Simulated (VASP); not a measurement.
Runs of VASP 6.6.1 on Na2BrCl. The structure is that of space group R-3m (No. 166), or close to it. The cells are those of the table. 

| cell | gap on the mesh (eV) | pressure (GPa) | largest force (eV/Å) |
| --- | --- | --- | --- |
| a = 7.083 Å, angles 32.1°, 4 atoms | (b) | 0.0 | 0.01 |
| a = 7.650 Å, angles 28.3°, 4 atoms | 3.32 | 0.0 | 0.03 |
| a = 6.585 Å, angles 36.2°, 4 atoms | 4.29 | 0.0 | 0.02 |
| a = 7.273 Å, angles 30.7°, 4 atoms | (a) | 0.0 | 0.02 |

Alike in all rows: task single point; level LDA; potentials or basis VASP PAW LDA potentials, release 64 (Na_pv, Br, Cl); no spin polarisation; k mesh 9 × 9 × 9; cutoff (eV) 520; smearing gaussian 0.05 eV.

**Question.** Fill in the values left out.

**Answer.** (a) 3.82; (b) 4.02.

A k mesh can miss the band edges, and the runs leave out spin-orbit coupling on Br.
